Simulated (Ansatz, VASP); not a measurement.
# Al in VASP and in Ansatz

File INCAR:

```
PREC = Accurate
ENCUT = 520
EDIFF = 1E-7
ISMEAR = 0
SIGMA = 0.15
LREAL = False
LASPH = True
NELM = 60
ALGO = Normal
ISIF = 2
LWAVE = False
LCHARG = False
GGA = PS
IVDW = 12
NBANDS = 8
```

KPOINTS

```
regular mesh
0
Gamma
  20 20 20
```

Contents of POSCAR:

```
Al
1.0
    0.0000000000      2.0239800000      1.9632606000
    2.0239800000      0.0000000000      1.9632606000
    2.0239800000      2.0239800000      0.0000000000
Al
1
Direct
    0.0000000000      0.0000000000      0.0000000000
```

Input for Ansatz:

```yaml
crystal:
  lattice:
    - [0.0, 2.02398, 1.9632606]
    - [2.02398, 0.0, 1.9632606]
    - [2.02398, 2.02398, 0.0]
  atoms:
    - { symbol: Al, position: [0.0, 0.0, 0.0] }
basis:
  ecutwfc: 420
kpoints:
  mp_grid: { grid: [20, 20, 20] }
hamiltonian:
  xc: pbesol
  dispersion: d3bj
scf:
  occupations: { method: gaussian, width: 0.15 }
output:
  forces: true
  stress: true
  eigenvalues: true
```

Change from the starting cell: strain -0.0300 x Voigt [0, 0, 1, 0, 0, 0], atoms carried along.

Alike in both runs: task single point; functional PBEsol; dispersion D3(BJ); k mesh 20 × 20 × 20; occupations gaussian, width 0.15 eV; no spin polarisation.

|  | VASP | Ansatz |
| --- | --- | --- |
| version | VASP 6.6.1 | Ansatz 0.2.0 |
| potentials or method | VASP PAW PBE potentials, release 64 (Al), cutoff 520 eV | scalar-relativistic, plane waves, PAW |
| valence electrons in the cell | 3 | 3 |

```tsv
	VASP	Ansatz	Ansatz less VASP
gap on the k mesh at the Fermi level (eV)	none	none	-
pressure (GPa)	-2.7	-2.8	-0.06
traceless stress, the component that is largest in VASP (GPa)	0.76	0.75	-0.009
```

VASP's potentials were made for PBE, not for PBEsol. A gap of «none» marks a metal or a gap that the smearing closes.
